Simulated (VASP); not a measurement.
# AlN (I4mm) in VASP: notebook, part 2 of 2

VASP 6.6.1. Earlier steps stand in the parts before.

### Step 3. Relaxation of cell and atoms, PBE

The COD entry that gives the cell may itself be a prediction, so a difference from it is no test against experiment.

INCAR reads:

```
SYSTEM = AlN
PREC = Accurate
ENCUT = 600
EDIFF = 1E-7
ISMEAR = 0
SIGMA = 0.1
LREAL = .False.
LASPH = .True.
NELM = 60
ALGO = Normal
ISIF = 3
LWAVE = .False.
LCHARG = .False.
GGA = PE
IBRION = 2
NSW = 90
EDIFFG = -0.04
```

KPOINTS reads:

```
regular mesh
0
Gamma
  8 8 8
  0 0 0
```

POSCAR reads:

```
AlN
1.0
   -1.3725338500      1.3725338500      2.0248879800
    1.3725338500     -1.3725338500      2.0248879800
    1.3725338500      1.3725338500     -2.0248879800
Al N
1 1
Direct
    0.9644489600      0.9644489600      0.0000000000
    0.5355510400      0.5355510400      0.0000000000
```

Potentials or basis: VASP PAW PBE potentials, release 64 (Al, N).

Started as:

```
$ cat potpaw_PBE.64/Al/POTCAR potpaw_PBE.64/N/POTCAR > POTCAR
$ mpirun -np 1 vasp_std > vasp.out
```

OUTCAR:

```text
SYSTEM = AlN
   PREC = Accurate
   ENCUT = 600
   EDIFF = 1E-7
   ISMEAR = 0
   LREAL = .False.
   LASPH = .True.
   NELM = 60
   ISIF = 3
   GGA = PE
   IBRION = 2
   NSW = 90
   EDIFFG = -0.04

 ion  position               nearest neighbor table
   1  0.964  0.964  0.000-   2 1.74   2 1.96   2 1.96   2 1.96   2 1.96   2 2.31
   2  0.536  0.536  0.000-   1 1.74   1 1.96   1 1.96   1 1.96   1 1.96   1 2.31

  LATTYP: Found a body centered tetragonal cell.
 ALAT       =     2.7450677000
 C/A-ratio  =     1.4752918334

  Lattice vectors:

 A1 = (  -1.3725338500,   1.3725338500,   2.0248879800)
 A2 = (   1.3725338500,  -1.3725338500,   2.0248879800)
 A3 = (   1.3725338500,   1.3725338500,  -2.0248879800)

Analysis of symmetry for initial positions (statically):
=====================================================================
 Subroutine PRICEL returns:
 Original cell was already a primitive cell.

 Routine SETGRP: Setting up the symmetry group for a
 body centered tetragonal supercell.

 Subroutine GETGRP returns: Found  8 space group operations
 (whereof  8 operations were pure point group operations)
 out of a pool of 16 trial point group operations.

The static configuration has the point symmetry C_4v.

Analysis of symmetry for dynamics (positions and initial velocities):
=====================================================================
 Subroutine PRICEL returns:
 Original cell was already a primitive cell.

 Routine SETGRP: Setting up the symmetry group for a
 body centered tetragonal supercell.

 Subroutine GETGRP returns: Found  8 space group operations
 (whereof  8 operations were pure point group operations)
 out of a pool of 16 trial point group operations.

The dynamic configuration has the point symmetry C_4v.

 Subroutine INISYM returns: Found  8 space group operations
 (whereof  8 operations are pure point group operations),
 and found     1 'primitive' translations

----------------------------------------------------------------------------------------

[... 135 lines left out ...]

 Free energy of the ion-electron system (eV)
  ---------------------------------------------------
  ext. energy  EPLUGINS =         0.00000000
  ---------------------------------------------------
  free energy    TOTEN  =       -14.01462469 eV

  energy without entropy =      -14.01462469  energy(sigma->0) =      -14.01462469

------------------------ aborting loop because EDIFF is reached ----------------------------------------

  FORCE on cell =-STRESS in cart. coord.  units (eV):
  Direction    XX          YY          ZZ          XY          YZ          ZX
  --------------------------------------------------------------------------------------
  -------------------------------------------------------------------------------------
  Total        3.0433991      3.0433991      7.0306815      0.0000000      0.0000000      0.0000000
  in kB      319.5673251    319.5673251    738.2456275      0.0000000      0.0000000      0.0000000
  external PRESSURE =     459.1267592 kB  Pullay stress =       0.0000000 kB
[... 59 lines left out ...]
--------------------------------------- Ionic step        3  -------------------------------------------

 number of electron       8.0000000 magnetization

 E-fermi :   9.9029     XC(G=0): -12.0233

 val. band max:        9.4991602454   @ k =   0.0000   0.0000   0.0000
 cond. band min:      13.1810864017   @ k =   0.5000   0.5000   0.0000
 fundamental gap:      3.6819261563
 Fermi energy:         9.9028673766

 k-point     1 :       0.0000    0.0000    0.0000
  band No.  band energies     occupation
      1      -7.8218      2.00000
      2       9.0898      2.00000
      3       9.0898      2.00000
      4       9.4992      2.00000
      5      14.1135      0.00000
      6      20.6731      0.00000
      7      21.7316      0.00000
      8      21.7316      0.00000
[... 282 lines left out ...]
  FREE ENERGIE OF THE ION-ELECTRON SYSTEM (eV)
  ---------------------------------------------------
  free  energy   TOTEN  =       -14.4793338455 eV

  energy  without entropy=      -14.4793338455  energy(sigma->0) =      -14.47933385

[... ionic steps 4 to 14 ...]

--------------------------------------- Ionic step       15  -------------------------------------------

 number of electron       8.0000000 magnetization

------------------------ aborting loop because EDIFF is reached ----------------------------------------
[... 67 lines left out ...]
--------------------------------------- Ionic step       17  -------------------------------------------

 number of electron       7.9999999 magnetization

 Free energy of the ion-electron system (eV)
  ---------------------------------------------------
  ext. energy  EPLUGINS =         0.00000000
  ---------------------------------------------------
  free energy    TOTEN  =       -14.54484257 eV

  energy without entropy =      -14.54484257  energy(sigma->0) =      -14.54484257

 E-fermi :  10.1658     XC(G=0): -12.2041

 val. band max:        9.7412193784   @ k =   0.0000   0.0000   0.0000
 cond. band min:      14.1776993597   @ k =   0.5000   0.5000   0.0000
 fundamental gap:      4.4364799812
 Fermi energy:        10.1658130515

 k-point     1 :       0.0000    0.0000    0.0000
  band No.  band energies     occupation
      1      -7.6569      2.00000
      2       9.7388      2.00000
      3       9.7388      2.00000
      4       9.7412      2.00000
      5      15.1695      0.00000
      6      21.8470      0.00000
      7      21.8516      0.00000
      8      21.8516      0.00000
[... 282 lines left out ...]
  FREE ENERGIE OF THE ION-ELECTRON SYSTEM (eV)
  ---------------------------------------------------
  free  energy   TOTEN  =       -14.5448425670 eV

  energy  without entropy=      -14.5448425670  energy(sigma->0) =      -14.54484257

 reached required accuracy - stopping structural energy minimisation
```

CONTCAR:

```text
AlN
   1.00000000000000
    -1.4376569018474172    1.4376569018474172    2.0338459861036746
     1.4376569018474172   -1.4376569018474172    2.0338459861036746
     1.4376569018474172    1.4376569018474172   -2.0338459861036746
  Al              N
     1     1
Direct
     0.9998875150465314    0.9998875150465314    0.0000000000000000
     0.5001124849534685    0.5001124849534685    0.0000000000000000

  0.00000000E+00  0.00000000E+00  0.00000000E+00
  0.00000000E+00  0.00000000E+00  0.00000000E+00
```

Wall time 2.9 min (1 thread of AMD EPYC 7R13, shared host); peak memory 0.11 GiB.

Results:

* Free energy: -14.5448 eV
* Relaxed volume: 8.41 Å³/atom
* Relaxed cell: a = 2.876 Å, b = 2.876 Å, c = 2.876 Å, α = 120.01°, β = 120.01°, γ = 89.98°
* Space group after relaxing (to 0.05 Å): Fm-3m (No. 225)
* Energy gained by relaxing: 265.1 meV/atom
* Ionic steps: 17
* Pressure after relaxing: 0.4 GPa
* Largest force after relaxing: 0.006 eV/Å
* Band gap on the k mesh: 4.44 eV, indirect (least direct gap 5.43 eV)

Forces on the atoms (eV/Å):
```
Al   0.000  0.000  0.006
N    0.000  0.000 -0.006
```

The path:
```tsv
step	energy change (eV)	largest force (eV/Å)	pressure (GPa)	volume (Å³)
1	0.0000	3.3583	45.91	15.26
2	-0.0623	0.1035	-29.70	20.56
3	-0.4647	0.1213	-4.01	17.42
4	-0.4675	0.1714	-2.24	17.30
5	-0.4683	0.2279	-0.42	17.17
6	-0.4836	0.2960	-1.44	17.15
7	-0.5182	0.3503	-2.59	17.05
8	-0.3507	1.3414	9.06	16.75
9	-0.5167	0.3996	-2.31	17.04
10	-0.5179	0.3090	-1.67	16.99
11	-0.5184	0.3527	-1.98	17.01
12	-0.5247	0.0513	0.43	16.83
13	-0.5247	0.0795	0.20	16.84
14	-0.5284	0.0473	-0.33	16.87
15	-0.5301	0.0133	-0.87	16.90
16	-0.5301	0.0145	-0.84	16.90
17	-0.5302	0.0061	0.37	16.81
```

Final structure:
```yaml
crystal:
  lattice:
    - [-1.43766, 1.43766, 2.03385]
    - [1.43766, -1.43766, 2.03385]
    - [1.43766, 1.43766, -2.03385]
  atoms:
    - { symbol: Al, position: [0.99989, 0.99989, 0.00000] }
    - { symbol: N, position: [0.50011, 0.50011, 0.00000] }
```
